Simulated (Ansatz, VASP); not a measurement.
## One calculation of BiTe, two programs

The input POSCAR:

```
BiTe
1.0
    3.8782658854     -0.0432447745      0.0140917484
   -0.0432447745      3.9106991669      0.0008149987
    0.0140917484      0.0008149987      3.8875726378
Bi Te
1 1
Direct
   -0.0066966642      0.0004909682      0.0015719287
    0.5066966642      0.4995090318      0.4984280713
```

Contents of INCAR.step1:

```
  ALGO = Normal
  EDIFF = 1E-4
  ENCUT = 520
  GGA = PE
  ISMEAR = 0
  LASPH = T
  LCHARG = F
  LREAL = F
  LWAVE = T
  NBANDS = 18
  NELM = 100
  PREC = Accurate
  SIGMA = 0.05
```

The input INCAR.step2:

```
  ALGO = Normal
  EDIFF = 1E-6
  ENCUT = 520
  ISIF = 2
  ISMEAR = 0
  ISTART = 1
  LASPH = T
  LCHARG = F
  LMIXTAU = T
  LREAL = F
  LWAVE = F
  METAGGA = R2SCAN
  NBANDS = 18
  NELM = 100
  PREC = Accurate
  SIGMA = 0.05
```

Contents of KPOINTS:

```
k-points
0
Gamma
  10 10 10
```

Input for Ansatz:

```yaml
crystal:
  lattice:
    - [3.8782658854, -0.0432447745, 0.0140917484]
    - [-0.0432447745, 3.9106991669, 0.0008149987]
    - [0.0140917484, 0.0008149987, 3.8875726378]
  atoms:
    - { symbol: Bi, position: [-0.0066966642, 0.0004909682, 0.0015719287] }
    - { symbol: Te, position: [0.5066966642, 0.4995090318, 0.4984280713] }
basis:
  ecutwfc: 500
  ecutrho_ratio: 4
kpoints:
  mp_grid: { grid: [10, 10, 10] }
hamiltonian:
  xc: r2scan
scf:
  occupations: { method: gaussian, width: 0.05 }
output:
  forces: true
  stress: true
  eigenvalues: true
```

Change from the starting cell: all atoms moved at random (sigma 0.03 Å), cell strained at random (1 %).

Alike in both runs: task single point; functional r2SCAN; k mesh 10 × 10 × 10; occupations gaussian, width 0.05 eV; no spin polarisation.

|  | VASP | Ansatz |
| --- | --- | --- |
| version | VASP 6.6.1 | Ansatz 0.2.0 |
| potentials or method | VASP PAW PBE potentials, release 64 (Bi_d, Te), cutoff 520 eV | scalar-relativistic, plane waves, PAW |
| valence electrons in the cell | 21 | 31 |

Ansatz gave:

| Item | Value |
| --- | --- |
| gap on the k mesh at the Fermi level (eV) | none |
| pressure (GPa) | 0.7 |
| traceless stress, the component that is largest in VASP (GPa) | -0.44 |
| rms of the force components (eV/Å) | 0.012 |

Task: Which values does VASP return?

Result: gap on the k mesh at the Fermi level (eV): none; pressure (GPa): 0.7; traceless stress, the component that is largest in VASP (GPa): -0.43; rms of the force components (eV/Å): 0.011.

VASP's potentials were made for PBE, not for r2SCAN. Atom by atom the forces differ by 0.000 eV/Å (rms over components). A gap of «none» marks a metal or a gap that the smearing closes. The functional is the same, so the differences come from potentials, cutoffs and numerics. VASP's potentials hold 21 valence electrons a cell and Ansatz's 31, so a difference there can come from the potentials and not from the codes.

Spin-orbit coupling is off throughout.
